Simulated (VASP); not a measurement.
GaN, 2 atoms in the cell. It takes space group Fm-3m (No. 225, cubic). Conventional cell: a = 4.154 Å, b = 4.154 Å, c = 4.154 Å, α = 90.00°, β = 90.00°, γ = 90.00°. Ga (site symmetry m-3m) has 6 N at 2.08 Å within 2.8 Å. Within 2.8 Å of N (site symmetry m-3m) lie 6 Ga at 2.08 Å. 

| Item | Value |
| --- | --- |
| Program | VASP 6.6.1 |
| Task | single point |
| Functional | LDA |
| Potentials or basis | VASP PAW LDA potentials, release 64 (Ga_d, N) |
| Cutoff | 520 eV |
| k mesh | 8 × 8 × 8 |
| Occupations | gaussian, width 0.01 eV |
| Spin | no spin polarisation |
| Dipole correction | no |
| Further INCAR settings | ALGO = Normal; EDIFF = 1e-07; NBANDS = 16 |

Potentials or basis: VASP PAW LDA potentials, release 64 (Ga_d, N).

Run with:

```sh
$ cat potpaw_LDA.64/Ga_d/POTCAR potpaw_LDA.64/N/POTCAR > POTCAR
$ mpirun -np 1 vasp_std > vasp.out
```

Hardware: 1 thread of Intel(R) Xeon(R) Platinum 8259CL CPU @ 2.50GHz (Skylake/Cascade Lake), with other jobs on the host.

Q: Estimate the wall time of this run.

A: It took 9.1 s on 1 thread of Intel(R) Xeon(R) Platinum 8259CL CPU @ 2.50GHz (Skylake/Cascade Lake), on a shared host, peak memory 0.13 GiB. Counts: scf iterations 13, k points 29.
